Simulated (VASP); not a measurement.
Here is a VASP 6.6.1 calculation.

INCAR

```
ALGO = Normal
EDIFF = 1E-7
ENCUT = 520
GGA = PE
ISIF = 2
ISMEAR = 0
LASPH = True
LCHARG = False
LREAL = Auto
LWAVE = False
NBANDS = 52
NELECT = 74.0
NELM = 80
PREC = Accurate
SIGMA = 0.05
```

File KPOINTS:

```
k-points
0
Gamma
  2 2 2
```

Contents of POSCAR:

```
CuSi16
1.0
    0.0000000000      5.4300000000      5.4300000000
    5.4300000000      0.0000000000      5.4300000000
    5.4300000000      5.4300000000      0.0000000000
Si Cu
16 1
Direct
    0.0122368324      0.0189598527     -0.0411204420
    0.1207604052      0.1161906077      0.1210572744
   -0.0020906077     -0.0023515654      0.4938771639
    0.1379151934      0.1365606814      0.5871232965
   -0.0155402394      0.5081387661      0.0048809392
    0.1164916206      0.6478093002      0.1188487109
   -0.0004750460      0.5104310313      0.4919382136
    0.1166697974      0.6240036832      0.6332950276
    0.5075844383     -0.0184474217      0.0051568140
    0.6437268877      0.1154191529      0.1208891344
    0.5101767956     -0.0013651934      0.4936974217
    0.6254052486      0.1160463168      0.6332205341
    0.5033461326      0.5072199816      0.0039256906
    0.6144345304      0.6094923573      0.1601787293
    0.4897960405      0.4901360037      0.5317814917
    0.6271581952      0.6250395948      0.6322902394
    0.2950166667      0.2961923573      1.1142938306
```

Potentials or basis: VASP PAW PBE potentials, release 64 (Si, Cu).

Run with:

```bash
$ cat potpaw_PBE.64/Si/POTCAR potpaw_PBE.64/Cu/POTCAR > POTCAR
$ mpirun -np 1 vasp_std > vasp.out
```

Q: What does it give for the largest force?

A: 0.120 eV/Å.

Forces in eV/Å, atoms in the order of the input:
```
Si  -0.007  0.002 -0.003
Si  -0.002 -0.011 -0.002
Si  -0.011 -0.003  0.001
Si  -0.002 -0.008  0.007
Si  -0.004 -0.002 -0.009
Si   0.002 -0.017  0.007
Si  -0.004 -0.010  0.012
Si   0.000  0.005  0.012
Si  -0.007  0.006  0.002
Si  -0.001 -0.011 -0.007
Si  -0.013  0.013  0.007
Si   0.006 -0.008  0.007
Si   0.000  0.016  0.015
Si  -0.014 -0.010  0.006
Si  -0.027 -0.013  0.011
Si  -0.005 -0.014 -0.019
Cu   0.088  0.066 -0.049
```

Caveat: the k points lie up to 0.50 Å⁻¹ apart; the cell carries a net charge on a neutralising background, which shifts energy and pressure.
